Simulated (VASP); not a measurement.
# SiGe (P6_3mc) in VASP: further runs, part 2 of 2

VASP 6.6.1. Earlier steps stand in the parts before.

**4. Single point, PBEsol (strain +0.050 along x and y, +0.000 along z)**

Contents of INCAR:

```
  PREC = Accurate
  ENCUT = 520
  EDIFF = 1E-6
  ISMEAR = 0
  SIGMA = 0.03
  LREAL = False
  LASPH = True
  NELM = 80
  ALGO = Normal
  ISIF = 2
  LWAVE = False
  LCHARG = True
  GGA = PS
  LELF = True
  LVHAR = True
  NBANDS = 26
```

Contents of KPOINTS:

```
regular mesh
0
Gamma
  12 12 6
```

Contents of POSCAR:

```
SiGe
1.0
    4.0996738635      0.0000000000      0.0000000000
   -2.0498369318      3.5504217130      0.0000000000
    0.0000000000      0.0000000000      6.4507830000
Si Ge
2 2
Direct
    0.6666666667      0.3333333333      0.8746070000
    0.3333333333      0.6666666667      0.3746070000
    0.6666666667      0.3333333333      0.5003920000
    0.3333333333      0.6666666667      0.0003920000
```

Potentials or basis: VASP PAW PBE potentials, release 64 (Si, Ge_d).

Launch:

```sh
$ cat potpaw_PBE.64/Si/POTCAR potpaw_PBE.64/Ge_d/POTCAR > POTCAR
$ mpirun -np 1 vasp_std > vasp.out
```

OUTCAR:

```text
PREC = Accurate
   ENCUT = 520
   EDIFF = 1E-6
   ISMEAR = 0
   LREAL = False
   LASPH = True
   NELM = 80
   ISIF = 2
   GGA = PS

 ion  position               nearest neighbor table
   1  0.667  0.333  0.875-   3 2.41   4 2.50   4 2.50   4 2.50
   2  0.333  0.667  0.375-   4 2.41   3 2.50   3 2.50   3 2.50
   3  0.667  0.333  0.500-   1 2.41   2 2.50   2 2.50   2 2.50
   4  0.333  0.667  0.000-   2 2.41   1 2.50   1 2.50   1 2.50

  LATTYP: Found a hexagonal cell.
[... 896 lines left out ...]
  FORCE on cell =-STRESS in cart. coord.  units (eV):
  Direction    XX          YY          ZZ          XY          YZ          ZX
  --------------------------------------------------------------------------------------
  -------------------------------------------------------------------------------------
  Total       -5.1262917     -5.1262917     -0.6323612      0.0000000      0.0000000      0.0000000
  in kB      -87.4726369    -87.4726369    -10.7903147      0.0000000      0.0000000      0.0000000
  external PRESSURE =     -61.9118628 kB  Pullay stress =       0.0000000 kB

 VOLUME and BASIS-vectors are now :
 -----------------------------------------------------------------------------
  energy-cutoff  :      520.00
  volume of cell :       93.89
      direct lattice vectors                 reciprocal lattice vectors
     4.099673863  0.000000000  0.000000000     0.243921842  0.140828341  0.000000000
    -2.049836932  3.550421713  0.000000000     0.000000000  0.281656682  0.000000000
     0.000000000  0.000000000  6.450783000     0.000000000  0.000000000  0.155019941

 POSITION                                       TOTAL-FORCE (eV/Angst)
 -----------------------------------------------------------------------------------
      2.04984      1.18347      5.64190        -0.000000      0.000000      0.389613
     -0.00000      2.36695      2.41651         0.000000      0.000000      0.389613
      2.04984      1.18347      3.22792         0.000000      0.000000     -0.389613
     -0.00000      2.36695      0.00253        -0.000000      0.000000     -0.389613
 -----------------------------------------------------------------------------------
    total drift:                               -0.000000     -0.000000      0.001139

  FREE ENERGIE OF THE ION-ELECTRON SYSTEM (eV)
  ---------------------------------------------------
  free  energy   TOTEN  =       -20.9906988390 eV

  energy  without entropy=      -20.9906252113  energy(sigma->0) =      -20.99066203
```

stdout:

```text
POSCAR found type information on POSCAR SiGe
 POSCAR found :  2 types and       4 ions
 scaLAPACK will be used
 -----------------------------------------------------------------------------
|                                                                             |
|                                                                             |
|     You enforced a specific xc type in the INCAR file but a different       |
|     I HOPE YOU KNOW WHAT YOU ARE DOING!                                     |
|                                                                             |
 -----------------------------------------------------------------------------

 LDA part: xc-table for (Slater+PW92), standard interpolation
 POSCAR, INCAR and KPOINTS ok, starting setup
 FFT: planning ... GRIDC
 FFT: planning ... GRID_SOFT
 FFT: planning ... GRID
 WAVECAR not read
 entering main loop
```

Wall time 2.1 min (1 thread of Intel Xeon Platinum 8375C at 2.90GHz (Ice Lake), shared host); peak memory 0.29 GiB.

Results:

```yaml
Free_energy: -20.9907 eV
Pressure: -6.2 GPa
Largest_force: 0.390 eV/Å
Band_gap_on_the_k_mesh: zero (band 18 reaches 4.60 eV, above the bottom of band 19 at 4.40 eV)
```

Forces on the atoms (eV/Å):
```
Si   0.000  0.000  0.390
Si   0.000  0.000  0.390
Ge   0.000  0.000 -0.390
Ge   0.000  0.000 -0.390
```

Caveat: the cell differs from its parent crystal (strain +0.050 along x and y, +0.000 along z); the PAW data sets were made with another functional, which shifts forces and pressure a little.

**5. Single point, PBEsol (strain -0.050 along x and y, -0.050 along z)**

Contents of INCAR:

```
SYSTEM = SiGe
PREC = Accurate ; ENCUT = 520
EDIFF = 1E-6 ; ISMEAR = 0
SIGMA = 0.03 ; LREAL = .FALSE.
LASPH = .TRUE. ; NELM = 60
ALGO = Normal ; ISIF = 2
LWAVE = .FALSE. ; LCHARG = .FALSE.
GGA = PS ; NBANDS = 26
```

Contents of KPOINTS:

```
regular mesh
0
G
  12 12 6
  0 0 0
```

Contents of POSCAR:

```
SiGe
1.0
    3.7092287337      0.0000000000      0.0000000000
   -1.8546143668      3.2122863118      0.0000000000
    0.0000000000      0.0000000000      6.1282438500
Si Ge
2 2
Direct
    0.6666666667      0.3333333333      0.8746070000
    0.3333333333      0.6666666667      0.3746070000
    0.6666666667      0.3333333333      0.5003920000
    0.3333333333      0.6666666667      0.0003920000
```

Potentials or basis: VASP PAW PBE potentials, release 64 (Si, Ge_d).

Launch:

```sh
$ cat potpaw_PBE.64/Si/POTCAR potpaw_PBE.64/Ge_d/POTCAR > POTCAR
$ mpirun -np 1 vasp_std > vasp.out
```

OUTCAR:

```text
SYSTEM = SiGe
   PREC = Accurate
   ENCUT = 520
   EDIFF = 1E-6
   ISMEAR = 0
   LREAL = .FALSE.
   LASPH = .TRUE.
   NELM = 60
   ISIF = 2
   GGA = PS

 ion  position               nearest neighbor table
   1  0.667  0.333  0.875-   4 2.28   4 2.28   4 2.28   3 2.29
   2  0.333  0.667  0.375-   3 2.28   3 2.28   3 2.28   4 2.29
   3  0.667  0.333  0.500-   2 2.28   2 2.28   2 2.28   1 2.29
   4  0.333  0.667  0.000-   1 2.28   1 2.28   1 2.28   2 2.29

  LATTYP: Found a hexagonal cell.
 ALAT       =     3.7092287337
 C/A-ratio  =     1.6521612146

  Lattice vectors:

 A1 = (   3.7092287337,   0.0000000000,   0.0000000000)
 A2 = (  -1.8546143668,   3.2122863118,   0.0000000000)
 A3 = (   0.0000000000,   0.0000000000,   6.1282438500)

Analysis of symmetry for initial positions (statically):
=====================================================================
 Subroutine PRICEL returns:
 Original cell was already a primitive cell.

 Routine SETGRP: Setting up the symmetry group for a
 hexagonal supercell.

 Subroutine GETGRP returns: Found 12 space group operations
 (whereof  6 operations were pure point group operations)
 out of a pool of 24 trial point group operations.

The static configuration has the point symmetry C_3v.
 The point group associated with its full space group is C_6v.

Analysis of symmetry for dynamics (positions and initial velocities):
=====================================================================
 Subroutine PRICEL returns:
 Original cell was already a primitive cell.

 Routine SETGRP: Setting up the symmetry group for a
 hexagonal supercell.

 Subroutine GETGRP returns: Found 12 space group operations
 (whereof  6 operations were pure point group operations)
 out of a pool of 24 trial point group operations.

The dynamic configuration has the point symmetry C_3v.
 The point group associated with its full space group is C_6v.

 Subroutine INISYM returns: Found 12 space group operations
 (whereof  6 operations are pure point group operations),
 and found     1 'primitive' translations

----------------------------------------------------------------------------------------

                                     Primitive cell

  volume of cell :      73.0187

  direct lattice vectors                    reciprocal lattice vectors
     3.709228734  0.000000000  0.000000000     0.269597825  0.155652377  0.000000000
    -1.854614367  3.212286312  0.000000000     0.000000000  0.311304754  0.000000000
     0.000000000  0.000000000  6.128243850     0.000000000  0.000000000  0.163178885

  length of vectors
     3.709228734  3.709228734  6.128243850     0.311304754  0.311304754  0.163178885

  position of ions in fractional coordinates (direct lattice)
     0.666666667  0.333333333  0.874607000
     0.333333333  0.666666667  0.374607000
     0.666666667  0.333333333  0.500392000
     0.333333333  0.666666667  0.000392000

  ion indices of the primitive-cell ions
   primitive index   ion index
                 1           1
                 2           2
                 3           3
                 4           4

----------------------------------------------------------------------------------------

 KPOINTS: regular mesh

Automatic generation of k-mesh.
 Grid dimensions read from file:
 generate k-points for:   12   12    6

 Generating k-lattice:

  Cartesian coordinates                     Fractional coordinates (reciprocal lattice)
     0.022466485  0.012971031  0.000000000     0.083333333  0.000000000  0.000000000
     0.000000000  0.025942063  0.000000000     0.000000000  0.083333333  0.000000000
     0.000000000  0.000000000  0.027196481     0.000000000  0.000000000  0.166666667

  Length of vectors
     0.025942063  0.025942063  0.027196481

  Shift w.r.t. Gamma in fractional coordinates (k-lattice)
     0.000000000  0.000000000  0.000000000

 Subroutine IBZKPT returns following result:
 ===========================================

 Found     76 irreducible k-points:

 Following reciprocal coordinates:
            Coordinates               Weight
  0.000000  0.000000  0.000000      1.000000
  0.083333  0.000000  0.000000      6.000000
  0.166667  0.000000  0.000000      6.000000
  0.250000  0.000000  0.000000      6.000000
  0.333333  0.000000  0.000000      6.000000
  0.416667  0.000000  0.000000      6.000000
[... 16 lines left out ...]
  0.250000  0.000000  0.166667     12.000000
  0.333333  0.000000  0.166667     12.000000
 [... further k-points ...]
   k-points           NKPTS =     76   k-points in BZ     NKDIM =     76   number of bands    NBANDS=     26
   number of dos      NEDOS =    301   number of ions     NIONS =      4
   total plane-waves  NPLWV =  37632
   dimension x,y,z NGX =    28 NGY =   28 NGZ =   48
   dimension x,y,z NGXF=    56 NGYF=   56 NGZF=   96
   ions per type =               2   2
   NGX,Y,Z   is equivalent  to a cutoff of  12.55, 12.55, 13.02 a.u.
   NGXF,Y,Z  is equivalent  to a cutoff of  25.10, 25.10, 26.04 a.u.
 SYSTEM =  SiGe
   PREC   = accura    normal or accurate (medium, high low for compatibility)
   ISTART =      0    job   : 0-new  1-cont  2-samecut
   ICHARG =      2    charge: 1-file 2-atom 10-const
   ISPIN  =      1    spin polarized calculation?
   LNONCOLLINEAR =      F non collinear calculations
   LSORBIT =      F    spin-orbit coupling
   LASPH  =      T    aspherical Exc in radial PAW
   ENCUT  =  520.0 eV  38.22 Ry    6.18 a.u.   6.90  6.90 11.39*2*pi/ulx,y,z
   NELM   =     60;   NELMIN=  2; NELMDL= -5     # of ELM steps
   EDIFF  = 0.1E-05   stopping-criterion for ELM
   LREAL  =      F    real-space projection
   EDIFFG = 0.1E-04   stopping-criterion for IOM
   NSW    =      0    number of steps for IOM
   IBRION =     -1    ionic relax: 0-MD 1-quasi-New 2-CG
   NFREE  =      0    steps in history (QN), initial steepest desc. (CG)
   ISIF   =      2    stress and relaxation
   ISYM   =      2    0-nonsym 1-usesym 2-fastsym
   POTIM  = 0.5000    time-step for ionic-motion
   TEBEG  =    0.0;   TEEND  =   0.0 temperature during run
   PSTRESS=    0.0 pullay stress
   NELECT =      36.0000    total number of electrons
   NUPDOWN=      -1.0000    fix difference up-down
   EMIN   =  10.00;   EMAX   =-10.00  energy-range for DOS
   EFERMI =   0.00;   METHOD = LEGACY
   ISMEAR =     0;   SIGMA  =   0.03  broadening in eV -4-tet -1-fermi 0-gaus
   EFERMI_NEDOS =   21; number of points for ismear=-14 and -15
   IALGO  =     38    algorithm
   IMIX   =      4    mixing-type and parameters
     AMIX     =   0.40;   BMIX     =  1.00
     AMIX_MAG =   1.60;   BMIX_MAG =  1.00
  volume/ion in A,a.u.               =      18.25       123.19
  Fermi-wavevector in a.u.,A,eV,Ry     =   1.293295  2.443974 22.757278  1.672613
  Thomas-Fermi vector in A             =   2.424950
   LORBIT       =      0    0 simple, 1 ext, 2 COOP (PROOUT), +10 PAW based schemes
   GGA     = PS    functional components
   LHFCALC =     F    Hartree Fock is set to
   AEXX    =    0.0000 exact exchange contribution
   IVDW    =     0    specifies the selected vdW correction
   LEPSILON=     F    determine dielectric tensor
   LRPA    =     F    only Hartree local field effects (RPA)
 non-spin polarized calculation
 Gauss-broadening in eV      SIGMA  =   0.03
  energy-cutoff  :      520.00
  volume of cell :       73.02
 maximum number of plane-waves:      1996
 NGX is ok and might be reduce to    28
   NGX = 13   NGY = 13   NGZ = 23

 number of electron      35.9999979 magnetization

 Free energy of the ion-electron system (eV)
  ---------------------------------------------------
  ext. energy  EPLUGINS =         0.00000000
  ---------------------------------------------------
  free energy    TOTEN  =       -20.70874022 eV

  energy without entropy =      -20.70870065  energy(sigma->0) =      -20.70872043

 E-fermi :   7.2619     XC(G=0): -10.5497

 val. band max:        7.2360951885   @ k =   0.0000   0.0000   0.0000
 cond. band min:       7.2924080104   @ k =   0.5000   0.0000   0.0000
 fundamental gap:      0.0563128220
 Fermi energy:         7.2618529305

 k-point     1 :       0.0000    0.0000    0.0000
  band No.  band energies     occupation
      1     -17.5066      2.00000
      2     -17.5062      2.00000
      3     -17.5020      2.00000
      4     -17.5020      2.00000
      5     -17.4973      2.00000
      6     -17.4973      2.00000
[... 685 lines left out ...]
     25      14.8614      0.00000
     26      15.0391      0.00000

 [... further k-points ...]

------------------------ aborting loop because EDIFF is reached ----------------------------------------

  FORCE on cell =-STRESS in cart. coord.  units (eV):
  Direction    XX          YY          ZZ          XY          YZ          ZX
  --------------------------------------------------------------------------------------
  -------------------------------------------------------------------------------------
  Total        7.7483741      7.7483741      7.7778627      0.0000000      0.0000000      0.0000000
  in kB      170.0150086    170.0150086    170.6620488      0.0000000      0.0000000      0.0000000
  external PRESSURE =     170.2306887 kB  Pullay stress =       0.0000000 kB

 VOLUME and BASIS-vectors are now :
 -----------------------------------------------------------------------------
  energy-cutoff  :      520.00
  volume of cell :       73.02
      direct lattice vectors                 reciprocal lattice vectors
     3.709228734  0.000000000  0.000000000     0.269597825  0.155652377  0.000000000
    -1.854614367  3.212286312  0.000000000     0.000000000  0.311304754  0.000000000
     0.000000000  0.000000000  6.128243850     0.000000000  0.000000000  0.163178885

 POSITION                                       TOTAL-FORCE (eV/Angst)
 -----------------------------------------------------------------------------------
      1.85461      1.07076      5.35980        -0.000000     -0.000000     -0.089864
     -0.00000      2.14152      2.29568         0.000000      0.000000     -0.089864
      1.85461      1.07076      3.06652        -0.000000      0.000000      0.089864
     -0.00000      2.14152      0.00240         0.000000     -0.000000      0.089864
 -----------------------------------------------------------------------------------
    total drift:                                0.000000      0.000000      0.000419

  FREE ENERGIE OF THE ION-ELECTRON SYSTEM (eV)
  ---------------------------------------------------
  free  energy   TOTEN  =       -20.7087402210 eV

  energy  without entropy=      -20.7087006485  energy(sigma->0) =      -20.70872043
```

stdout:

```text
POSCAR found type information on POSCAR SiGe
 POSCAR found :  2 types and       4 ions
 scaLAPACK will be used
 -----------------------------------------------------------------------------
|                                                                             |
|                                                                             |
|     You enforced a specific xc type in the INCAR file but a different       |
|     I HOPE YOU KNOW WHAT YOU ARE DOING!                                     |
|                                                                             |
 -----------------------------------------------------------------------------

 LDA part: xc-table for (Slater+PW92), standard interpolation
 POSCAR, INCAR and KPOINTS ok, starting setup
 FFT: planning ... GRIDC
 FFT: planning ... GRID_SOFT
 FFT: planning ... GRID
 WAVECAR not read
 entering main loop
```

It took 72 s on 1 thread of AMD EPYC 9R45 (Zen 5), shared host; peak memory 0.23 GiB.

What came out:

```yaml
Free_energy: -20.7087 eV
Pressure: 17.0 GPa
Largest_force: 0.090 eV/Å
Band_gap_on_the_k_mesh: 0.06 eV, indirect (least direct gap 0.84 eV)
```

Forces in eV/Å, atoms in the order of the input:
```
Si   0.000  0.000 -0.090
Si   0.000  0.000 -0.090
Ge   0.000  0.000  0.090
Ge   0.000  0.000  0.090
```

Levels at points of the mesh, in eV from the valence-band top:
```
           k point  band 14  band 15  band 16  band 17  band 18  band 19  band 20  band 21  band 22  band 23
(0.00, 0.00, 0.00)    -1.86    -1.86    -0.39     0.00     0.00     0.84     1.95     1.95     2.29     3.60
(0.50, 0.00, 0.00)    -6.91    -5.60    -3.74    -3.68    -1.79     0.06     2.25     3.11     3.23     4.66
(0.00, 0.00, 0.50)    -4.98    -1.15    -1.15    -1.15    -1.15     1.68     1.68     3.08     3.08     3.08
(0.50, 0.00, 0.50)    -8.37    -2.99    -2.99    -2.97    -2.97     0.62     0.62     1.52     1.52     6.09
```

Caveat: the cell differs from its parent crystal (strain -0.050 along x and y, -0.050 along z); the PAW data sets were made with another functional, which shifts forces and pressure a little.

**6. Single point, PBEsol (strain -0.050 along x and y, -0.025 along z)**

Contents of INCAR:

```
ALGO     = Normal         # electronic algorithm
EDIFF    = 1E-7           # SCF threshold, eV
ENCUT    = 520            # plane-wave cutoff, eV
GGA      = PS             # functional
ISIF     = 2              # what is computed and relaxed
ISMEAR   = 0              # smearing method
LASPH    = T              # aspherical terms in the spheres
LCHARG   = F              # write CHGCAR
LREAL    = F              # projectors in reciprocal space
LWAVE    = F              # write WAVECAR
NBANDS   = 26             # bands
NELM     = 100            # most SCF steps
PREC     = Accurate       # precision mode
SIGMA    = 0.03           # smearing width, eV
```

Contents of KPOINTS:

```
k-points
0
Gamma
  12 12 6
```

Edit POSCAR of step 5 so:

```diff
@@ -4,3 +4,3 @@
    -1.8546143668      3.2122863118      0.0000000000
-    0.0000000000      0.0000000000      6.1282438500
+    0.0000000000      0.0000000000      6.2895134250
 Si Ge
```

Potentials or basis: VASP PAW PBE potentials, release 64 (Si, Ge_d).

Launch:

```sh
$ cat potpaw_PBE.64/Si/POTCAR potpaw_PBE.64/Ge_d/POTCAR > POTCAR
$ mpirun -np 1 vasp_std > vasp.out
```

Run time: 75 s. Hardware: 1 thread of AMD EPYC 9R45 (Zen 5), shared host; peak memory 0.23 GiB.

Results (log left out):

```yaml
Free_energy: -20.8606 eV
Pressure: 13.4 GPa
Largest_force: 0.472 eV/Å
Band_gap_on_the_k_mesh: 0.23 eV, indirect (least direct gap 1.06 eV)
```

Forces in eV/Å, atoms in the order of the input:
```
Si   0.000  0.000 -0.472
Si   0.000  0.000 -0.472
Ge   0.000  0.000  0.472
Ge   0.000  0.000  0.472
```

Stress tensor (GPa, compression positive):
```
15.87  0.00  0.00
 0.00 15.87  0.00
 0.00  0.00  8.51
```

Levels at points of the mesh, in eV from the valence-band top:
```csv
k point,band 16,band 17,band 18,band 19,band 20,band 21
"(0.00, 0.00, 0.00)",-0.46,0.00,0.00,1.06,1.73,2.12
"(0.50, 0.00, 0.00)",-3.54,-3.53,-1.80,0.23,2.16,3.06
"(0.00, 0.00, 0.50)",-1.01,-1.01,-1.01,1.83,1.83,3.17
"(0.50, 0.00, 0.50)",-3.02,-2.84,-2.84,0.59,0.59,1.48
```

Caveat: the cell differs from its parent crystal (strain -0.050 along x and y, -0.025 along z); the PAW data sets were made with another functional, which shifts forces and pressure a little. A k mesh can miss the band edges.

**7. Summary**

| cell | gap on the mesh (eV) | pressure (GPa) | largest force (eV/Å) |
| --- | --- | --- | --- |
| a = 3.904, b = 3.904, c = 6.128 Å, angles 90.0, 90.0, 120.0°, 4 atoms | none | 4.8 | 0.69 |
| a = 4.100, b = 4.100, c = 6.128 Å, angles 90.0, 90.0, 120.0°, 4 atoms | none | -2.2 | 1.15 |
| a = 4.100, b = 4.100, c = 6.451 Å, angles 90.0, 90.0, 120.0°, 4 atoms | none | -6.2 | 0.39 |
| a = 3.709, b = 3.709, c = 6.128 Å, angles 90.0, 90.0, 120.0°, 4 atoms | 0.06 | 17.0 | 0.09 |
| a = 3.709, b = 3.709, c = 6.290 Å, angles 90.0, 90.0, 120.0°, 4 atoms | 0.23 | 13.4 | 0.47 |

Alike in all rows: task single point; level PBEsol; potentials or basis VASP PAW PBE potentials, release 64 (Si, Ge_d); no spin polarisation; k mesh 12 × 12 × 6; cutoff (eV) 520; smearing gaussian 0.03 eV.

Caveats: the PAW data sets were made with another functional, which shifts forces and pressure a little.

Total energies depend on the potentials used, so only differences within one code and one set of settings carry meaning.
